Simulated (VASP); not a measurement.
# Ba (Fd-3m) in VASP: further runs, part 2 of 2

VASP 6.6.1. The steps go on from the part before.

### 4 Relaxation of cell and atoms, PBE, target pressure 20 GPa, at which the enthalpy is minimised

INCAR reads:

```
SYSTEM = Ba
ALGO = Normal
EDIFF = 1E-6
EDIFFG = -0.01
ENCUT = 600
GGA = PE
IBRION = 2
ISIF = 3
ISMEAR = 1
LASPH = .TRUE.
LCHARG = .FALSE.
LREAL = .FALSE.
LWAVE = .FALSE.
NELM = 60
NSW = 60
PREC = Accurate
PSTRESS = 200.0
SIGMA = 0.05
```

KPOINTS reads:

```
k-points
0
G
  9 9 9
  0 0 0
```

POSCAR reads:

```
Ba
1.0
    0.0000000000      4.3400000000      4.3400000000
    4.3400000000      0.0000000000      4.3400000000
    4.3400000000      4.3400000000      0.0000000000
Ba
2
Direct
    0.0000000000      0.0000000000      0.0000000000
    0.2500000000      0.2500000000      0.2500000000
```

Potentials or basis: VASP PAW PBE potentials, release 64 (Ba_sv).

On the command line:

```
cat potpaw_PBE.64/Ba_sv/POTCAR > POTCAR
mpirun -np 1 vasp_std > vasp.out
```

OUTCAR:

```text
SYSTEM = Ba
   EDIFF = 1E-6
   EDIFFG = -0.01
   ENCUT = 600
   GGA = PE
   IBRION = 2
   ISIF = 3
   ISMEAR = 1
   LASPH = .TRUE.
   LREAL = .FALSE.
   NELM = 60
   NSW = 60
   PREC = Accurate
   PSTRESS = 200.0

 ion  position               nearest neighbor table
   1  0.000  0.000  0.000-   2 3.76   2 3.76   2 3.76   2 3.76
   2  0.250  0.250  0.250-   1 3.76   1 3.76   1 3.76   1 3.76

  LATTYP: Found a face centered cubic cell.
 ALAT       =     8.6800000000

  Lattice vectors:

 A1 = (   0.0000000000,   4.3400000000,   4.3400000000)
 A2 = (   4.3400000000,   0.0000000000,   4.3400000000)
 A3 = (   4.3400000000,   4.3400000000,   0.0000000000)

Analysis of symmetry for initial positions (statically):
=====================================================================
 Subroutine PRICEL returns:
 Original cell was already a primitive cell.

 Routine SETGRP: Setting up the symmetry group for a
 face centered cubic supercell.

 Subroutine GETGRP returns: Found 48 space group operations
 (whereof 24 operations were pure point group operations)
 out of a pool of 48 trial point group operations.

The static configuration has the point symmetry T_d .
 The point group associated with its full space group is O_h .

Analysis of symmetry for dynamics (positions and initial velocities):
=====================================================================
 Subroutine PRICEL returns:
 Original cell was already a primitive cell.

 Routine SETGRP: Setting up the symmetry group for a
 face centered cubic supercell.

 Subroutine GETGRP returns: Found 48 space group operations
 (whereof 24 operations were pure point group operations)
 out of a pool of 48 trial point group operations.

The dynamic configuration has the point symmetry T_d .
 The point group associated with its full space group is O_h .

[... 113 lines left out ...]
   ISMEAR =     1;   SIGMA  =   0.05  broadening in eV -4-tet -1-fermi 0-gaus
   EFERMI_NEDOS =   21; number of points for ismear=-14 and -15
   IALGO  =     38    algorithm
   IMIX   =      4    mixing-type and parameters
     AMIX     =   0.40;   BMIX     =  1.00
     AMIX_MAG =   1.60;   BMIX_MAG =  1.00
  volume/ion in A,a.u.               =      81.75       551.65
  Fermi-wavevector in a.u.,A,eV,Ry     =   0.812678  1.535738  8.985904  0.660445
  Thomas-Fermi vector in A             =   1.922264
   LORBIT       =      0    0 simple, 1 ext, 2 COOP (PROOUT), +10 PAW based schemes
   GGA     = PE    functional components
   LHFCALC =     F    Hartree Fock is set to
   AEXX    =    0.0000 exact exchange contribution
   IVDW    =     0    specifies the selected vdW correction
   LEPSILON=     F    determine dielectric tensor
   LRPA    =     F    only Hartree local field effects (RPA)
 conjugate gradient relaxation of ions
 non-spin polarized calculation
 Methfessel and Paxton  Order N= 1 SIGMA  =   0.05
  energy-cutoff  :      600.00
  volume of cell :      163.49
 maximum number of plane-waves:      5577
 NGX is ok and might be reduce to    50
   NGX = 25   NGY = 25   NGZ = 25

--------------------------------------- Ionic step        1  -------------------------------------------

 number of electron      19.9999999 magnetization

 Free energy of the ion-electron system (eV)
  ---------------------------------------------------
  ext. energy  EPLUGINS =         0.00000000
  ---------------------------------------------------
  free energy    TOTEN  =        -1.73126419 eV

  energy without entropy =       -1.73172545  energy(sigma->0) =       -1.73141795

------------------------ aborting loop because EDIFF is reached ----------------------------------------

  FORCE on cell =-STRESS in cart. coord.  units (eV):
  Direction    XX          YY          ZZ          XY          YZ          ZX
  --------------------------------------------------------------------------------------
  -------------------------------------------------------------------------------------
  Total       -0.2766199     -0.2766199     -0.2766199      0.0000000      0.0000000     -0.0000000
  in kB       -2.7107837     -2.7107837     -2.7107837      0.0000000      0.0000000     -0.0000000
  external PRESSURE =    -202.7107837 kB  Pullay stress =     200.0000000 kB
[... 1337 lines left out ...]
      3     -12.1673      2.00000
      4     -12.1673      2.00000
      5      -9.1845      2.00000
      6      -8.7304      2.00000
      7      -5.5465      2.00000
      8      -5.5465      2.00000
      9       2.9487      2.00000
     10       3.9004      2.00000
     11       6.3387      0.00000
     12       6.3387      0.00000
     13       7.3546      0.00000
     14       9.0515      0.00000

 [... further k-points ...]

[... ionic steps 4 to 7 ...]

--------------------------------------- Ionic step        8  -------------------------------------------

 number of electron      20.0000000 magnetization

------------------------ aborting loop because EDIFF is reached ----------------------------------------
[... 71 lines left out ...]
--------------------------------------- Ionic step       10  -------------------------------------------

 number of electron      20.0000000 magnetization

 Free energy of the ion-electron system (eV)
  ---------------------------------------------------
  ext. energy  EPLUGINS =         0.00000000
  ---------------------------------------------------
  free energy    TOTEN  =        -0.24181034 eV

  energy without entropy =       -0.24179223  energy(sigma->0) =       -0.24180430

 E-fermi :   3.4018     XC(G=0):  -9.2599

 val. band max:        3.3660664370   @ k =   0.3333   0.3333   0.0000
 cond. band min:       3.4112668242   @ k =  -0.1111   0.1111   0.0000
 fundamental gap:      0.0452003872
 Fermi energy:         3.4018075949
[... 441 lines left out ...]
  energy  without entropy=       -0.2417922321  energy(sigma->0) =       -0.24180430

  enthalpy is  TOTEN    =         8.7836982629 eV   P V=        9.0255085988

 reached required accuracy - stopping structural energy minimisation
```

OSZICAR:

```text
N       E                     dE             d eps       ncg     rms          rms(c)
DAV:   1     0.173085035911E+03    0.17309E+03   -0.84103E+03   980   0.127E+03
DAV:   2     0.121956781241E+02   -0.16089E+03   -0.15788E+03  1620   0.219E+02
DAV:   3    -0.137434328179E+01   -0.13570E+02   -0.13401E+02  1310   0.722E+01
[... 112 lines left out ...]
DAV:   2    -0.241992745467E+00    0.62666E-03   -0.15169E-03  1196   0.289E-01    0.795E-02
DAV:   3    -0.241789566175E+00    0.20318E-03   -0.86884E-04  1426   0.201E-01    0.206E-02
DAV:   4    -0.241801243997E+00   -0.11678E-04   -0.31742E-05  1284   0.281E-02    0.777E-03
DAV:   5    -0.241809690751E+00   -0.84468E-05   -0.74183E-06  1362   0.209E-02    0.238E-03
DAV:   6    -0.241810335906E+00   -0.64515E-06   -0.40721E-07   564   0.722E-03
  10 F= 0.87836983E+01 E0= 0.87837043E+01  d E =-.495023E-04
```

CONTCAR:

```text
Ba
   1.00000000000000
    -0.0000000000000000    3.3065423675051910    3.3065423675051910
     3.3065423675051910    0.0000000000000000    3.3065423675051910
     3.3065423675051910    3.3065423675051910    0.0000000000000000
  Ba
     2
Direct
     0.0000000000000000    0.0000000000000000    0.0000000000000000
     0.2500000000000000    0.2500000000000000    0.2500000000000000

  0.00000000E+00  0.00000000E+00  0.00000000E+00
  0.00000000E+00  0.00000000E+00  0.00000000E+00
```

It took 8.8 min on 1 thread of AMD EPYC 9R45 (Zen 5), shared host; peak memory 0.44 GiB.

What came out:

```
Free energy                                                : -0.2418 eV
Relaxed volume                                             : 36.15 Å³/atom
Relaxed cell                                               : a = 4.676 Å, b = 4.676 Å, c = 4.676 Å, α = 60.00°, β = 60.00°, γ = 60.00°
Space group after relaxing (to 0.1 Å)                      : Fd-3m (No. 227)
Energy change on relaxing (the run minimises the enthalpy) : +744.7 meV/atom
Ionic steps                                                : 10
Pressure after relaxing                                    : 20.0 GPa
Band gap on the k mesh                                     : zero (bands 10 and 11 overlap by 0.47 eV)
```

The path:
| step | energy change (eV) | largest force (eV/Å) | pressure (GPa) | volume (Å³) |
| --- | --- | --- | --- | --- |
| 1 | 0.0000 | 0.0000 | -0.27 | 163.49 |
| 2 | 92.8839 | 0.0000 | 1583.46 | 20.56 |
| 3 | -0.0543 | 0.0000 | -0.57 | 141.67 |
| 4 | -0.1066 | 0.0000 | -0.35 | 125.57 |
| 5 | 4.4830 | 0.0000 | 53.27 | 58.12 |
| 6 | 0.5499 | 0.0000 | 9.39 | 83.00 |
| 7 | 1.2264 | 0.0000 | 17.07 | 74.58 |
| 8 | 1.5031 | 0.0000 | 20.15 | 72.19 |
| 9 | 1.4645 | 0.0000 | 19.72 | 72.50 |
| 10 | 1.4895 | 0.0000 | 20.00 | 72.30 |

Final structure:
```yaml
crystal:
  lattice:
    - [0.00000, 3.30654, 3.30654]
    - [3.30654, 0.00000, 3.30654]
    - [3.30654, 3.30654, 0.00000]
  atoms:
    - { symbol: Ba, position: [0.00000, 0.00000, 0.00000] }
    - { symbol: Ba, position: [0.25000, 0.25000, 0.25000] }
```

Caveat: the cell is relaxed towards a set pressure, so the run minimises the enthalpy, not the energy; the volume moved by over 15 % at a fixed basis, so the end points are rough; spin-orbit coupling is left out, which moves the levels of the heavy elements.

### 5 Summary

| cell | gap on the mesh (eV) | pressure (GPa) |
| --- | --- | --- |
| relaxed | none | 0.0 |
| relaxed to 10 GPa | none | 10.0 |
| relaxed to 20 GPa | none | 20.0 |

Alike in all rows: task relaxation of cell and atoms; level PBE; potentials or basis VASP PAW PBE potentials, release 64 (Ba_sv); no spin polarisation; k mesh 9 × 9 × 9; cutoff (eV) 600; smearing methfessel-paxton 0.05 eV.

Caveats: the volume moved by over 15 % at a fixed basis, so the end points are rough; spin-orbit coupling is left out, which moves the levels of the heavy elements; the cell is relaxed towards a set pressure, so the run minimises the enthalpy, not the energy (at least some runs).

Total energies depend on the potentials used, so only differences within one code and one set of settings carry meaning.

The gap in the log of VASP goes by the Fermi energy; the results here count the filled bands.